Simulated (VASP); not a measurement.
Crystal: CsK3.

```
Cs K
1.0
     7.03000    0.00000    0.00000
     0.00000    7.03000    0.00000
     0.00000    0.00000    7.03000
Cs K
1 3
Direct
  0.00000 0.00000 0.00000
  0.00000 0.50000 0.50000
  0.50000 0.00000 0.50000
  0.50000 0.50000 0.00000
```

* Program: VASP 6.6.1
* Task: relaxation of cell and atoms
* Functional: PBEsol
* Potentials or basis: VASP PAW PBE potentials, release 64 (Cs_sv, K_sv)
* Cutoff: 600 eV
* k mesh: 6 × 6 × 6
* Occupations: methfessel-paxton, width 0.1 eV
* Spin: no spin polarisation

At the start: pressure -0.2 GPa; volume 86.86 Å³/atom.

Problem. How do energy, volume and symmetry change on relaxing?

Solution. Over 4 steps the energy falls by 5.0 meV/atom and the volume is 80.10 Å³/atom (-7.8 %); space group Pm-3m (No. 221, to 0.1 Å) before and after.

The path:
| step | energy change (eV) | largest force (eV/Å) | pressure (GPa) | volume (Å³) |
| --- | --- | --- | --- | --- |
| 1 | 0.0000 | 0.0000 | -0.22 | 347.43 |
| 2 | -0.0076 | 0.0000 | -0.18 | 341.39 |
| 3 | -0.0196 | 0.0000 | -0.03 | 323.71 |
| 4 | -0.0199 | 0.0000 | 0.00 | 320.39 |

Final structure:
```yaml
crystal:
  lattice:
    - [6.84266, 0.00000, 0.00000]
    - [0.00000, 6.84266, 0.00000]
    - [0.00000, 0.00000, 6.84266]
  atoms:
    - { symbol: Cs, position: [0.00000, 0.00000, 0.00000] }
    - { symbol: K, position: [0.00000, 0.50000, 0.50000] }
    - { symbol: K, position: [0.50000, 0.00000, 0.50000] }
    - { symbol: K, position: [0.50000, 0.50000, 0.00000] }
```

Caveat: the PAW data sets were made with another functional, which shifts forces and pressure a little.
